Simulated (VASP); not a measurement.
# CrTe2 (P-3m1) in VASP: single point with LDA

Aim: the single point of CrTe2 with LDA.

Program: VASP 6.6.1. These are calculated values, not measurements. Logs are shortened: lines on timing, memory, paths and dates and some standing lists are left out, and cuts for length are marked.

## Step 1: The cell of the first run

Symmetry: P-3m1, No. 164, trigonal system. The conventional cell has a = 3.863 Å, b = 3.863 Å, c = 6.200 Å, α = 90.00°, β = 90.00°, γ = 120.00°. Cr (site symmetry -3m) has 6 Te at 2.71 Å within 3.6 Å. Within 3.6 Å of Te (site symmetry 3m) lie 3 Cr at 2.71 Å.

## Step 2: Single point, LDA, collinear spin, ferromagnetic start

Input file INCAR:

```
SYSTEM = CrTe2
ALGO = Normal
EDIFF = 1E-6
ENCUT = 520
GGA = CA
ISIF = 2
ISMEAR = 0
ISPIN = 2
LASPH = .True.
LCHARG = .False.
LMAXMIX = 4
LORBIT = 11
LREAL = .False.
LWAVE = .False.
MAGMOM = 3.9 0 0
NBANDS = 23
NELM = 150
PREC = Accurate
SIGMA = 0.1
```

Input file KPOINTS:

```
k-points
0
Gamma
  6 6 3
  0 0 0
```

Input file POSCAR:

```
CrTe2
1.0
    3.8632600000      0.0000000000      0.0000000000
   -1.9316300000      3.3456800000      0.0000000000
    0.0000000000      0.0000000000      6.1995500000
Cr Te
1 2
Direct
    0.0000000000      0.0000000000      0.5000000000
    0.3333333333      0.6666666667      0.2521200000
    0.6666666667      0.3333333333      0.7478800000
```

Potentials or basis: VASP PAW LDA potentials, release 64 (Cr_pv, Te).

Command:

```bash
cat potpaw_LDA.64/Cr_pv/POTCAR potpaw_LDA.64/Te/POTCAR > POTCAR
mpirun -np 1 vasp_std > vasp.out
```

OUTCAR:

```text
SYSTEM = CrTe2
   EDIFF = 1E-6
   ENCUT = 520
   GGA = CA
   ISIF = 2
   ISMEAR = 0
   ISPIN = 2
   LASPH = .True.
   LORBIT = 11
   LREAL = .False.
   NELM = 150
   PREC = Accurate

 ion  position               nearest neighbor table
   1  0.000  0.000  0.500-   2 2.71   3 2.71   3 2.71   2 2.71   3 2.71   2 2.71
   2  0.333  0.667  0.252-   1 2.71   1 2.71   1 2.71
   3  0.667  0.333  0.748-   1 2.71   1 2.71   1 2.71

  LATTYP: Found a hexagonal cell.
 ALAT       =     3.8632600000
 C/A-ratio  =     1.6047457329

  Lattice vectors:

 A1 = (   3.8632600000,   0.0000000000,   0.0000000000)
 A2 = (  -1.9316300000,   3.3456800000,   0.0000000000)
 A3 = (   0.0000000000,   0.0000000000,   6.1995500000)

Analysis of symmetry for initial positions (statically):
=====================================================================
 Subroutine PRICEL returns:
 Original cell was already a primitive cell.

 Routine SETGRP: Setting up the symmetry group for a
 hexagonal supercell.

 Subroutine GETGRP returns: Found 12 space group operations
 (whereof 12 operations were pure point group operations)
 out of a pool of 24 trial point group operations.

The static configuration has the point symmetry D_3d.

Analysis of symmetry for dynamics (positions and initial velocities):
=====================================================================
 Subroutine PRICEL returns:
 Original cell was already a primitive cell.

 Routine SETGRP: Setting up the symmetry group for a
 hexagonal supercell.

 Subroutine GETGRP returns: Found 12 space group operations
 (whereof 12 operations were pure point group operations)
 out of a pool of 24 trial point group operations.

The dynamic configuration has the point symmetry D_3d.

Analysis of structural, dynamic, and magnetic symmetry:
=====================================================================
 Subroutine PRICEL returns:
 Original cell was already a primitive cell.

 Routine SETGRP: Setting up the symmetry group for a
 hexagonal supercell.

 Subroutine GETGRP returns: Found 12 space group operations
 (whereof 12 operations were pure point group operations)
 out of a pool of 24 trial point group operations.

The overall configuration has the point symmetry D_3d.

 Subroutine INISYM returns: Found 12 space group operations
 (whereof 12 operations are pure point group operations),
 and found     1 'primitive' translations

----------------------------------------------------------------------------------------

                                     Primitive cell

  volume of cell :      80.1306

  direct lattice vectors                    reciprocal lattice vectors
     3.863260000  0.000000000  0.000000000     0.258848744  0.149446450  0.000000000
    -1.931630000  3.345680000  0.000000000     0.000000000  0.298892901  0.000000000
     0.000000000  0.000000000  6.199550000     0.000000000  0.000000000  0.161302030

  length of vectors
     3.863260000  3.863258873  6.199550000     0.298892813  0.298892901  0.161302030

  position of ions in fractional coordinates (direct lattice)
     0.000000000  0.000000000  0.500000000
     0.333333333  0.666666667  0.252120000
     0.666666667  0.333333333  0.747880000

  ion indices of the primitive-cell ions
   primitive index   ion index
                 1           1
                 2           2
                 3           3

----------------------------------------------------------------------------------------

 KPOINTS: k-points

Automatic generation of k-mesh.
 Grid dimensions read from file:
 generate k-points for:    6    6    3

 Generating k-lattice:

  Cartesian coordinates                     Fractional coordinates (reciprocal lattice)
     0.043141457  0.024907742  0.000000000     0.166666667 -0.000000000  0.000000000
     0.000000000  0.049815483  0.000000000     0.000000000  0.166666667  0.000000000
     0.000000000  0.000000000  0.053767343     0.000000000  0.000000000  0.333333333

  Length of vectors
     0.049815469  0.049815483  0.053767343

  Shift w.r.t. Gamma in fractional coordinates (k-lattice)
     0.000000000  0.000000000  0.000000000

 Subroutine IBZKPT returns following result:
 ===========================================

 Found     17 irreducible k-points:

 Following reciprocal coordinates:
            Coordinates               Weight
  0.000000  0.000000  0.000000      1.000000
  0.166667  0.000000  0.000000      6.000000
  0.333333  0.000000  0.000000      6.000000
  0.500000  0.000000  0.000000      3.000000
  0.166667  0.166667  0.000000      6.000000
  0.333333  0.166667  0.000000     12.000000
[... 9 lines left out ...]
 -0.166667  0.500000  0.333333     12.000000
  0.333333  0.333333  0.333333      4.000000
   k-points           NKPTS =     17   k-points in BZ     NKDIM =     17   number of bands    NBANDS=     23
   number of dos      NEDOS =    301   number of ions     NIONS =      3
   total plane-waves  NPLWV =  43200
   dimension x,y,z NGX =    30 NGY =   30 NGZ =   48
   dimension x,y,z NGXF=    60 NGYF=   60 NGZF=   96
   ions per type =               1   2
   NGX,Y,Z   is equivalent  to a cutoff of  12.91, 12.91, 12.87 a.u.
   NGXF,Y,Z  is equivalent  to a cutoff of  25.82, 25.82, 25.74 a.u.
 SYSTEM =  CrTe2
   PREC   = accura    normal or accurate (medium, high low for compatibility)
   ISTART =      0    job   : 0-new  1-cont  2-samecut
   ICHARG =      2    charge: 1-file 2-atom 10-const
   ISPIN  =      2    spin polarized calculation?
   LNONCOLLINEAR =      F non collinear calculations
   LSORBIT =      F    spin-orbit coupling
   LASPH  =      T    aspherical Exc in radial PAW
   ENCUT  =  520.0 eV  38.22 Ry    6.18 a.u.   7.18  7.18 11.53*2*pi/ulx,y,z
   NELM   =    150;   NELMIN=  2; NELMDL= -5     # of ELM steps
   EDIFF  = 0.1E-05   stopping-criterion for ELM
   LREAL  =      F    real-space projection
   EDIFFG = 0.1E-04   stopping-criterion for IOM
   NSW    =      0    number of steps for IOM
   IBRION =     -1    ionic relax: 0-MD 1-quasi-New 2-CG
   NFREE  =      0    steps in history (QN), initial steepest desc. (CG)
   ISIF   =      2    stress and relaxation
   ISYM   =      2    0-nonsym 1-usesym 2-fastsym
   POTIM  = 0.5000    time-step for ionic-motion
   TEBEG  =    0.0;   TEEND  =   0.0 temperature during run
   PSTRESS=    0.0 pullay stress
   NELECT =      24.0000    total number of electrons
   NUPDOWN=      -1.0000    fix difference up-down
   EMIN   =  10.00;   EMAX   =-10.00  energy-range for DOS
   EFERMI =   0.00;   METHOD = LEGACY
   ISMEAR =     0;   SIGMA  =   0.10  broadening in eV -4-tet -1-fermi 0-gaus
   EFERMI_NEDOS =   21; number of points for ismear=-14 and -15
   IALGO  =     38    algorithm
   IMIX   =      4    mixing-type and parameters
     AMIX     =   0.40;   BMIX     =  1.00
     AMIX_MAG =   1.60;   BMIX_MAG =  1.00
  volume/ion in A,a.u.               =      26.71       180.25
  Fermi-wavevector in a.u.,A,eV,Ry     =   1.095332  2.069877 16.323617  1.199752
  Thomas-Fermi vector in A             =   2.231654
   LORBIT       =     11    0 simple, 1 ext, 2 COOP (PROOUT), +10 PAW based schemes
   GGA     = CA    functional components
   LHFCALC =     F    Hartree Fock is set to
   AEXX    =    0.0000 exact exchange contribution
   IVDW    =     0    specifies the selected vdW correction
   LEPSILON=     F    determine dielectric tensor
   LRPA    =     F    only Hartree local field effects (RPA)
 spin polarized calculation
 Gauss-broadening in eV      SIGMA  =   0.10
  energy-cutoff  :      520.00
  volume of cell :       80.13
 maximum number of plane-waves:      2181
 NGX is ok and might be reduce to    30
   NGX = 15   NGY = 15   NGZ = 23

 number of electron      23.9999993 magnetization       2.3369627

 Free energy of the ion-electron system (eV)
  ---------------------------------------------------
  ext. energy  EPLUGINS =         0.00000000
  ---------------------------------------------------
  free energy    TOTEN  =       -18.26299839 eV

  energy without entropy =      -18.25062497  energy(sigma->0) =      -18.25681168

 E-fermi :   5.9368     XC(G=0): -10.0247

 val. band max:        5.9119877118   @ k =   0.1667   0.0000   0.0000
 cond. band min:       5.9450724972   @ k =   0.1667   0.0000   0.3333
 fundamental gap:      0.0330847854
 Fermi energy:         5.9368169681

 spin component 1

 k-point     1 :       0.0000    0.0000    0.0000
  band No.  band energies     occupation
      1     -37.4090      1.00000
      2     -37.4030      1.00000
      3     -37.4030      1.00000
      4      -6.3158      1.00000
      5      -4.4992      1.00000
      6       1.0104      1.00000
[... 15 lines left out ...]
     22      15.0566      0.00000
     23      16.0044      0.00000
[... 392 lines left out ...]
  band No.  band energies     occupation
      1     -37.4090      1.00000
      2     -37.4090      1.00000
      3     -37.4069      1.00000
      4      -4.2940      1.00000
      5      -4.2940      1.00000
      6       1.9113      1.00000
[... 15 lines left out ...]
     22      15.5226      0.00000
     23      15.8655      0.00000
 Fermi energy:         5.9368169681

 spin component 2

 k-point     1 :       0.0000    0.0000    0.0000
  band No.  band energies     occupation
      1     -35.0256      1.00000
      2     -34.9846      1.00000
      3     -34.9846      1.00000
      4      -6.3377      1.00000
      5      -4.5822      1.00000
      6       1.1487      1.00000
[... 15 lines left out ...]
     22      15.5402      0.00000
     23      16.3438      0.00000
[... 393 lines left out ...]
      1     -35.0230      1.00000
      2     -34.9921      1.00000
      3     -34.9921      1.00000
      4      -4.3634      1.00000
      5      -4.3634      1.00000
      6       2.1232      1.00000
[... 15 lines left out ...]
     22      15.7411      0.00000
     23      15.9684      0.00000

------------------------ aborting loop because EDIFF is reached ----------------------------------------

  FORCE on cell =-STRESS in cart. coord.  units (eV):
  Direction    XX          YY          ZZ          XY          YZ          ZX
  --------------------------------------------------------------------------------------
  -------------------------------------------------------------------------------------
  Total       -3.2940202     -3.2940176     -2.7666949      0.0000000      0.0000000      0.0000000
  in kB      -65.8625186    -65.8624673    -55.3188766      0.0000000      0.0000000      0.0000000
  external PRESSURE =     -62.3479542 kB  Pullay stress =       0.0000000 kB

 VOLUME and BASIS-vectors are now :
 -----------------------------------------------------------------------------
  energy-cutoff  :      520.00
  volume of cell :       80.13
      direct lattice vectors                 reciprocal lattice vectors
     3.863260000  0.000000000  0.000000000     0.258848744  0.149446450  0.000000000
    -1.931630000  3.345680000  0.000000000     0.000000000  0.298892901  0.000000000
     0.000000000  0.000000000  6.199550000     0.000000000  0.000000000  0.161302030

 POSITION                                       TOTAL-FORCE (eV/Angst)
 -----------------------------------------------------------------------------------
      0.00000      0.00000      3.09978         0.000000      0.000000     -0.000000
     -0.00000      2.23045      1.56303         0.000000      0.000000      0.405034
      1.93163      1.11523      4.63652        -0.000000     -0.000000     -0.405034
 -----------------------------------------------------------------------------------
    total drift:                                0.000000     -0.000000      0.000000

  FREE ENERGIE OF THE ION-ELECTRON SYSTEM (eV)
  ---------------------------------------------------
  free  energy   TOTEN  =       -18.2629983924 eV

  energy  without entropy=      -18.2506249664  energy(sigma->0) =      -18.25681168

 total charge

# of ion       s       p       d       tot
------------------------------------------
    1        0.283   6.230   4.147  10.660
    2        1.391   1.945   0.040   3.375
    3        1.391   1.945   0.040   3.375
--------------------------------------------------
tot          3.065  10.119   4.227  17.411

 magnetization (x)

# of ion       s       p       d       tot
------------------------------------------
    1        0.038   0.015   2.560   2.613
    2       -0.003  -0.160   0.007  -0.156
    3       -0.003  -0.160   0.007  -0.156
--------------------------------------------------
tot          0.032  -0.305   2.573   2.301
```

Wall time 68 s (1 thread of AMD EPYC 7R13 (Zen 3), shared host); peak memory 0.17 GiB.

Results:

```yaml
Free_energy: -18.2630 eV
Pressure: -6.2 GPa
Largest_force: 0.405 eV/Å
Net_moment: 2.34 μB per cell
Site_moments: Cr +2.61; Te -0.16 μB
Valence_electrons_inside_the_program's_atomic_spheres: Cr 10.66; Te 3.38
```

Forces on the atoms (eV/Å):
```
Cr   0.000  0.000  0.000
Te   0.000  0.000  0.405
Te   0.000  0.000 -0.405
```

Caveat: spin-orbit coupling is left out, which moves the levels of the heavy elements; a cell with one magnetic atom can't hold antiferromagnetic order, which such compounds often take.
